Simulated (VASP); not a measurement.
# SnO2 (P2_1/c) in VASP: a series of runs, part 2 of 2

VASP 6.6.1. The steps go on from the part before.

### 3 Single point, r2SCAN (shear of c along a, cell held: +6.0 %, then relaxed in part)

The input, POSCAR:

```
SnO2
1.0
    4.7592005654      0.0000000000      0.0000000000
    0.0000000000      4.7592005654      0.0000000000
    0.1920761979      0.0000000000      3.2012699648
Sn O
2 4
Direct
    0.5000000000      0.5000000000      0.5000000000
    0.0000000000      0.0000000000      0.0000000000
    0.1961227724      0.8076468788      0.4924714124
    0.8038772276      0.1923531212      0.5075285876
    0.3038772276      0.3076468788      0.0075285876
    0.6961227724      0.6923531212     -0.0075285876
```

The input, INCAR.step1:

```
ALGO     = Normal         # electronic algorithm
EDIFF    = 1E-4           # SCF threshold, eV
ENCUT    = 520            # plane-wave cutoff, eV
GGA      = PE             # functional
ISMEAR   = 0              # smearing method
LASPH    = True           # aspherical terms in the spheres
LCHARG   = False          # write CHGCAR
LREAL    = False          # projectors in reciprocal space
LWAVE    = True           # write WAVECAR
NBANDS   = 35             # bands
NELM     = 60             # most SCF steps
PREC     = Accurate       # precision mode
SIGMA    = 0.02           # smearing width, eV
```

The input, INCAR.step2:

```
ALGO     = Normal         # electronic algorithm
EDIFF    = 1E-6           # SCF threshold, eV
ENCUT    = 520            # plane-wave cutoff, eV
ISIF     = 2              # what is computed and relaxed
ISMEAR   = 0              # smearing method
ISTART   = 1            
LASPH    = True           # aspherical terms in the spheres
LCHARG   = True           # write CHGCAR
LELF     = True           # ELF
LMIXTAU  = True         
LREAL    = False          # projectors in reciprocal space
LVHAR    = True         
LWAVE    = False          # write WAVECAR
METAGGA  = R2SCAN         # meta-GGA
NBANDS   = 35             # bands
NELM     = 60             # most SCF steps
PREC     = Accurate       # precision mode
SIGMA    = 0.02           # smearing width, eV
```

The input, KPOINTS:

```
k-points
0
Gamma
  6 6 8
```

Potentials or basis: VASP PAW PBE potentials, release 64 (Sn_d, O).

Command:

```
> cat potpaw_PBE.64/Sn_d/POTCAR potpaw_PBE.64/O/POTCAR > POTCAR
> cp INCAR.step1 INCAR
> mpirun -np 1 vasp_std > vasp.out
> cp INCAR.step2 INCAR
> mpirun -np 1 vasp_std > vasp.out
```

OUTCAR:

```text
EDIFF = 1E-6
   ENCUT = 520
   ISIF = 2
   ISMEAR = 0
   ISTART = 1
   LASPH = True
   LREAL = False
   METAGGA = R2SCAN
   NELM = 60
   PREC = Accurate

 ion  position               nearest neighbor table
   1  0.500  0.500  0.500-   5 2.04   6 2.04   4 2.06   3 2.06   6 2.09   5 2.09   2 3.67   2 3.67
                             2 3.67   2 3.67
   2  0.000  0.000  0.000-   4 2.04   3 2.04   6 2.06   5 2.06   4 2.09   3 2.09   1 3.67   1 3.67
                             1 3.67   1 3.67
   3  0.196  0.808  0.492-   2 2.04   1 2.06   2 2.09
   4  0.804  0.192  0.508-   2 2.04   1 2.06   2 2.09
   5  0.304  0.308  0.008-   1 2.04   2 2.06   1 2.09
   6  0.696  0.692  0.992-   1 2.04   2 2.06   1 2.09

  LATTYP: Found a simple monoclinic cell.
 ALAT       =     3.2070270740
 B/A-ratio  =     1.4839913900
 C/A-ratio  =     1.4839913900
 COS(beta)  =    -0.0598922907

  Lattice vectors:

 A1 = (   0.1920761979,   0.0000000000,   3.2012699648)
 A2 = (   0.0000000000,   4.7592005654,   0.0000000000)
[... 180 lines left out ...]
  ext. energy  EPLUGINS =         0.00000000
  ---------------------------------------------------
  free energy    TOTEN  =       -84.54811896 eV

  energy without entropy =      -84.54811896  energy(sigma->0) =      -84.54811896

 E-fermi :   5.7759     XC(G=0): -11.9725

 val. band max:        5.5904420770   @ k =   0.0000   0.0000   0.0000
 cond. band min:       7.3364417843   @ k =   0.0000   0.0000   0.0000
 fundamental gap:      1.7459997073
 Fermi energy:         5.7759272944

 k-point     1 :       0.0000    0.0000    0.0000
  band No.  band energies     occupation
      1     -16.1737      2.00000
      2     -15.2656      2.00000
      3     -14.9946      2.00000
      4     -14.9685      2.00000
      5     -14.9464      2.00000
      6     -14.8921      2.00000
[... 901 lines left out ...]
     34      18.5272      0.00000
     35      18.7508      0.00000

 [... further k-points ...]
[... 5 lines left out ...]
  --------------------------------------------------------------------------------------
  -------------------------------------------------------------------------------------
  Total        0.3893821      0.5609348      0.5939723      0.0000000      0.0000000     -2.7423971
  in kB        8.6039173     12.3946047     13.1246114      0.0000000      0.0000000    -60.5969286
  external PRESSURE =      11.3743778 kB  Pullay stress =       0.0000000 kB

 VOLUME and BASIS-vectors are now :
 -----------------------------------------------------------------------------
  energy-cutoff  :      520.00
  volume of cell :       72.51
      direct lattice vectors                 reciprocal lattice vectors
     4.759200565  0.000000000  0.000000000     0.210119323  0.000000000 -0.012607159
     0.000000000  4.759200565  0.000000000     0.000000000  0.210119323  0.000000000
     0.192076198  0.000000000  3.201269965     0.000000000  0.000000000  0.312376029

 POSITION                                       TOTAL-FORCE (eV/Angst)
 -----------------------------------------------------------------------------------
      2.47564      2.37960      1.60063         0.000000      0.000000     -0.000000
      0.00000      0.00000      0.00000         0.000000      0.000000     -0.000000
      1.02798      3.84375      1.57653         0.022021     -0.017499     -0.016970
      3.92330      0.91545      1.62474        -0.022021      0.017499      0.016970
      1.44766      1.46415      0.02410        -0.022021     -0.017499      0.016970
      3.50362      3.29505      3.17717         0.022021      0.017499     -0.016970
 -----------------------------------------------------------------------------------
    total drift:                               -0.000000      0.000000      0.000000

  FREE ENERGIE OF THE ION-ELECTRON SYSTEM (eV)
  ---------------------------------------------------
  free  energy   TOTEN  =       -84.5481189574 eV

  energy  without entropy=      -84.5481189574  energy(sigma->0) =      -84.54811896
```

Run time: 4.5 min. Hardware: 1 thread of Intel Xeon 6975P-C (Granite Rapids), shared host; peak memory 0.32 GiB.

What came out:

```yaml
Free_energy: -84.5481 eV
Pressure: 1.1 GPa
Largest_force: 0.033 eV/Å
Band_gap_on_the_k_mesh: 1.75 eV
```

Forces in eV/Å, atoms in the order of the input:
```
Sn   0.000  0.000  0.000
Sn   0.000  0.000  0.000
O    0.022 -0.017 -0.017
O   -0.022  0.017  0.017
O   -0.022 -0.017  0.017
O    0.022  0.017 -0.017
```

Levels at points of the mesh, in eV from the valence-band top:
| k point | band 23 | band 24 | band 25 | band 26 | band 27 | band 28 | band 29 | band 30 |
| --- | --- | --- | --- | --- | --- | --- | --- | --- |
| (0.00, 0.00, 0.00) | -1.24 | -0.79 | -0.76 | 0.00 | 1.75 | 6.77 | 6.91 | 6.99 |
| (0.50, 0.00, 0.00) | -1.20 | -1.20 | -0.62 | -0.62 | 4.93 | 4.93 | 7.70 | 7.70 |
| (0.00, 0.50, 0.00) | -1.24 | -1.24 | -0.60 | -0.60 | 4.95 | 4.95 | 7.77 | 7.77 |
| (0.50, 0.50, 0.00) | -1.33 | -1.33 | -0.94 | -0.94 | 5.39 | 5.39 | 8.12 | 8.12 |
| (0.00, 0.00, 0.50) | -1.70 | -1.70 | -1.27 | -1.27 | 6.82 | 6.82 | 10.34 | 10.34 |
| (0.50, 0.00, 0.50) | -1.34 | -0.89 | -0.87 | -0.54 | 6.93 | 7.26 | 8.55 | 9.12 |
| (0.00, 0.50, 0.50) | -1.14 | -1.14 | -0.69 | -0.69 | 7.08 | 7.08 | 8.76 | 8.76 |
| (0.50, 0.50, 0.50) | -1.05 | -1.05 | -0.78 | -0.78 | 5.47 | 5.47 | 9.57 | 9.57 |

Caveat: the cell differs from its parent crystal (shear of c along a, cell held: +6.0 %, then relaxed in part); the PAW data sets were made with another functional, which shifts forces and pressure a little; spin-orbit coupling is left out, which moves the levels of the heavy elements.
